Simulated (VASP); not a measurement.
# CdTe: relaxation of cell and atoms with r2SCAN

The system is CdTe.

```
Cd Te
1.0
     0.00000    3.27788    3.27788
     3.27788    0.00000    3.27788
     3.27788    3.27788    0.00000
Cd Te
1 1
Direct
  0.00000 0.00000 0.00000
  0.75000 0.75000 0.75000
```

```
Program                : VASP 6.6.1
Task                   : relaxation of cell and atoms
Functional             : r2SCAN
Potentials or basis    : VASP PAW PBE potentials, release 64 (Cd, Te)
Cutoff                 : 600 eV
k mesh                 : 8 × 8 × 8
Occupations            : gaussian, width 0.01 eV
Spin                   : no spin polarisation
Target pressure        : 4 GPa
Dipole correction      : no
Further INCAR settings : ALGO = Normal; EDIFF = 1e-06; IBRION = 2; EDIFFG = -0.002; NSW = 100; ISIF = 3
```

| Item | Value |
| --- | --- |
| Relaxed volume | 32.53 Å³/atom |
| Relaxed cell | a = 4.515 Å, b = 4.515 Å, c = 4.515 Å, α = 60.00°, β = 60.00°, γ = 60.00° |
| Space group after relaxing (to 0.1 Å) | F-43m (No. 216) |
| Energy change on relaxing (the run minimises the enthalpy) | +31.9 meV/atom |
| Ionic steps | 3 |
| Pressure after relaxing | 4.0 GPa |
| Band gap on the k mesh | 1.42 eV |

Step by step:
```tsv
step	energy change (eV)	largest force (eV/Å)	pressure (GPa)	volume (Å³)
1	0.0000	0.0000	0.11	70.44
2	0.1655	0.0000	7.03	62.08
3	0.0637	0.0000	3.99	65.07
```

Final structure:
```
Cd Te
1.0
     0.00000    3.19238    3.19238
     3.19238    0.00000    3.19238
     3.19238    3.19238    0.00000
Cd Te
1 1
Cartesian
  0.0000 0.0000 0.0000
  4.7886 4.7886 4.7886
```

Levels at points of the mesh, in eV from the valence-band top:
```tsv
k point	band 5	band 6	band 7	band 8	band 9	band 10	band 11	band 12	band 13
(0.00, 0.00, 0.00)	-8.41	-8.41	0.00	0.00	0.00	1.42	4.99	4.99	4.99
(0.50, 0.00, 0.00)	-8.40	-7.99	-4.78	-0.86	-0.86	2.28	5.56	5.56	7.45
(0.50, 0.50, 0.00)	-8.37	-7.82	-4.59	-2.08	-2.08	2.78	2.97	9.75	10.06
```

Wall time 4.7 min on 1 thread of AMD EPYC 9R45 (Zen 5), with other jobs on the host, peak memory 0.25 GiB.

Caveat: the cell is relaxed towards a set pressure, so the run minimises the enthalpy, not the energy; the PAW data sets were made with another functional, which shifts forces and pressure a little; spin-orbit coupling is left out, which moves the levels of the heavy elements.
